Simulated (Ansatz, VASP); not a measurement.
**BeCd2Te3: VASP beside Ansatz**

```xyz
12
Lattice="3.8328 -6.7124 0.0367 3.8328 6.7124 0.0367 -2.4859 0.0000 7.1975" Properties=species:S:1:pos:R:3 pbc="T T T"
Be    3.8259   -5.6949    0.0123
Be    2.5830    5.6949    3.6110
Cd    3.8132   -1.1531    0.0331
Cd    3.8469    3.4630    0.0349
Cd    2.5702    1.1531    3.6318
Cd    2.6039   -3.4630    3.6336
Te   -1.3004   -0.8815    6.0895
Te    2.4902   -3.6453    6.4640
Te    2.8374    1.1378    6.4705
Te    4.0804   -1.1378    2.8717
Te   -0.0574    0.8815    2.4907
Te    3.7332    3.6453    2.8653
```

Alike in both runs: functional PBE; k mesh 3 × 3 × 3; occupations gaussian, width 0.2 eV; no spin polarisation.

Ansatz relaxed the structure, and its values are those at the end. VASP's run is a single point on that final structure, the one shown.

|  | VASP | Ansatz |
| --- | --- | --- |
| version | VASP 6.6.1 | Ansatz 0.2.0 |
| potentials or method | VASP PAW PBE potentials, release 64 (Be, Cd, Te), cutoff 520 eV | scalar-relativistic, plane waves, PAW |
| valence electrons in the cell | 88 | 180 |

```csv
,VASP,Ansatz,Ansatz less VASP
gap on the k mesh at the Fermi level (eV),1.27,1.27,-0.001
least direct gap on the mesh (eV),1.27,1.27,-0.001
pressure (GPa),0.1,0.0,-0.11
rms of the force components (eV/Å),0.009,0.008,-0.0004
```

The functional is the same, so the differences come from potentials, cutoffs and numerics. VASP's potentials hold 88 valence electrons a cell and Ansatz's 180, so a difference there can come from the potentials and not from the codes.

Spin-orbit coupling is off throughout.
